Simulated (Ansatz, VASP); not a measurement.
One calculation of Ge, two programs

```xyz
4
Lattice="-3.5123 3.5123 2.0388 3.5123 -3.5123 2.0388 3.5123 3.5123 -2.0388" Properties=species:S:1:pos:R:3 pbc="T T T"
Ge    1.2580    1.2580    2.0388
Ge    2.2543    2.2543    0.0000
Ge    1.2580   -1.2580    2.0388
Ge   -1.2580    1.2580    2.0388
```

Alike in both runs: functional PBE; k mesh 6 × 6 × 6; occupations gaussian, width 0.1 eV; no spin polarisation.

Ansatz relaxed the structure, and its values are those at the end. VASP's run is a single point on that final structure, the one shown.

```csv
,VASP,Ansatz
version,VASP 6.6.1,Ansatz 0.2.0
potentials or method,"VASP PAW PBE potentials, release 64 (Ge_d), cutoff 520 eV","scalar-relativistic, plane waves, PAW"
valence electrons in the cell,56,56
```

```tsv
	VASP	Ansatz	Ansatz less VASP
gap on the k mesh at the Fermi level (eV)	none	none	-
pressure (GPa)	0.3	0.4	+0.04
rms of the force components (eV/Å)	0.032	0.032	+0.0003
```

A gap of «none» marks a metal or a gap that the smearing closes.
